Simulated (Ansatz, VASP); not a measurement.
Ir: VASP beside Ansatz

```xyz
1
Lattice="0.0000 1.8887 1.9832 1.8887 0.0000 1.9832 1.8887 1.8887 0.0000" Properties=species:S:1:pos:R:3 pbc="T T T"
Ir    0.0000    0.0000    0.0000
```

Alike in both runs: task single point; functional PBE; k mesh 24 × 24 × 24; occupations gaussian, width 0.15 eV; no spin polarisation.

|  | VASP | Ansatz |
| --- | --- | --- |
| version | VASP 6.6.1 | Ansatz 0.2.0 |
| potentials or method | VASP PAW PBE potentials, release 64 (Ir), cutoff 520 eV | scalar-relativistic, plane waves, PAW |
| valence electrons in the cell | 9 | 17 |

```csv
,VASP,Ansatz,Ansatz less VASP
gap on the k mesh at the Fermi level (eV),none,none,-
pressure (GPa),10.2,9.7,-0.51
"traceless stress, the component that is largest in VASP (GPa)",-12.74,-12.81,-0.069
```

A gap of «none» marks a metal or a gap that the smearing closes. VASP's potentials hold 9 valence electrons a cell and Ansatz's 17, so a difference there can come from the potentials and not from the codes.

Spin-orbit coupling is off throughout.
